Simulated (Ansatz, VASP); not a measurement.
# Si3Ni in VASP and in Ansatz

The input INCAR:

```
PREC     = Accurate       # precision mode
ENCUT    = 600            # plane-wave cutoff, eV
EDIFF    = 1E-6           # SCF threshold, eV
ISMEAR   = 0              # smearing method
SIGMA    = 0.1            # smearing width, eV
LREAL    = False          # projectors in reciprocal space
LASPH    = True           # aspherical terms in the spheres
NELM     = 80             # most SCF steps
ALGO     = Normal         # electronic algorithm
ISIF     = 3              # what is computed and relaxed
LWAVE    = False          # write WAVECAR
LCHARG   = False          # write CHGCAR
GGA      = PS             # functional
IBRION   = 2              # ionic algorithm
NSW      = 100            # ionic steps
EDIFFG   = -0.01          # ionic threshold
```

Contents of KPOINTS:

```
Automatic mesh
0
Gamma
  12 12 12
```

The input POSCAR:

```
Si3Ni
1.0
    3.6826300168      0.0000000000      0.0000000000
    0.0000000000      3.6826300168      0.0000000000
    0.0000000000      0.0000000000      3.6826300168
Si Ni
3 1
Direct
    0.0000000000      0.5000000000      0.5000000000
    0.5000000000      0.0000000000      0.5000000000
    0.5000000000      0.5000000000      0.0000000000
    0.0000000000      0.0000000000      0.0000000000
```

Input for Ansatz:

```yaml
crystal:
  lattice:
    - [3.6826300168, 0.0, 0.0]
    - [0.0, 3.6826300168, 0.0]
    - [0.0, 0.0, 3.6826300168]
  atoms:
    - { symbol: Si, position: [0.0, 0.5, 0.5] }
    - { symbol: Si, position: [0.5, 0.0, 0.5] }
    - { symbol: Si, position: [0.5, 0.5, 0.0] }
    - { symbol: Ni, position: [0.0, 0.0, 0.0] }
basis:
  ecutwfc: 420
kpoints:
  mp_grid: { grid: [12, 12, 12] }
hamiltonian:
  xc: pbesol
scf:
  occupations: { method: gaussian, width: 0.1 }
output:
  forces: true
  stress: true
  eigenvalues: true
relax:
  adjacent_minimum: "off"
  f_tol: 0.01
  max_steps: 80
  cell: { stress_tol: 0.05 }
```

Alike in both runs: task relaxation of cell and atoms; functional PBEsol; k mesh 12 × 12 × 12; occupations gaussian, width 0.1 eV; no spin polarisation.

|  | VASP | Ansatz |
| --- | --- | --- |
| version | VASP 6.6.1 | Ansatz 0.2.0 |
| potentials or method | VASP PAW PBE potentials, release 64 (Si, Ni), cutoff 600 eV | scalar-relativistic, plane waves, PAW |
| valence electrons in the cell | 22 | 30 |

VASP gave:

- gap on the k mesh at the Fermi level, each at its own relaxed structure (eV): none
- relaxed volume (Å³/atom): 12.69
- relaxed length of the cell vector where the two differ most in proportion (Å): 3.702

Problem. Which values does Ansatz return?

Solution. gap on the k mesh at the Fermi level, each at its own relaxed structure (eV): none; relaxed volume (Å³/atom): 12.67; relaxed length of the cell vector where the two differ most in proportion (Å): 3.700.

VASP's potentials were made for PBE, not for PBEsol. A gap of «none» marks a metal or a gap that the smearing closes. VASP's potentials hold 22 valence electrons a cell and Ansatz's 30, so a difference there can come from the potentials and not from the codes.
